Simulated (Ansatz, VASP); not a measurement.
**One calculation of SrO, two programs**

Contents of INCAR:

```
  PREC = Accurate
  ENCUT = 600
  EDIFF = 1E-6
  ISMEAR = 0
  SIGMA = 0.02
  LREAL = False
  LASPH = True
  NELM = 60
  ALGO = Normal
  ISIF = 3
  LWAVE = False
  LCHARG = False
  GGA = PE
  IBRION = 2
  NSW = 100
  EDIFFG = -0.005
```

KPOINTS

```
Automatic mesh
0
Gamma
  8 8 8
```

File POSCAR:

```
SrO
1.0
    0.0000000000      2.5837846888      2.5837846888
    2.5837846888      0.0000000000      2.5837846888
    2.5837846888      2.5837846888      0.0000000000
Sr O
1 1
Direct
    0.5000000000      0.5000000000      0.5000000000
    0.0000000000      0.0000000000      0.0000000000
```

Input for Ansatz:

```yaml
crystal:
  lattice:
    - [0.0, 2.5837846888, 2.5837846888]
    - [2.5837846888, 0.0, 2.5837846888]
    - [2.5837846888, 2.5837846888, 0.0]
  atoms:
    - { symbol: Sr, position: [0.5, 0.5, 0.5] }
    - { symbol: O, position: [0.0, 0.0, 0.0] }
basis:
  ecutwfc: 420
kpoints:
  mp_grid: { grid: [8, 8, 8] }
hamiltonian:
  xc: pbe
scf:
  occupations: { method: gaussian, width: 0.02 }
output:
  forces: true
  stress: true
  eigenvalues: true
  write_density: true
  write_potential: true
  elf: true
  volumetric_format: npy
relax:
  adjacent_minimum: "off"
  f_tol: 0.005
  max_steps: 80
  cell: { stress_tol: 0.05 }
```

Alike in both runs: task relaxation of cell and atoms; functional PBE; k mesh 8 × 8 × 8; occupations gaussian, width 0.02 eV; no spin polarisation.

```csv
,VASP,Ansatz
version,VASP 6.6.1,Ansatz 0.2.0
potentials or method,"VASP PAW PBE potentials, release 64 (Sr_sv, O), cutoff 600 eV","scalar-relativistic, plane waves, PAW"
valence electrons in the cell,16,16
```

Ansatz gave:

```
gap on the k mesh at the Fermi level, each at its own relaxed structure (eV) : 3.33
relaxed volume (Å³/atom)                                                     : 17.52
relaxed cell length with the largest relative difference (Å)                 : 3.673
```

Problem. What did VASP give for the same quantities?

Solution. gap on the k mesh at the Fermi level, each at its own relaxed structure (eV): 3.28; relaxed volume (Å³/atom): 17.61; relaxed cell length with the largest relative difference (Å): 3.680.
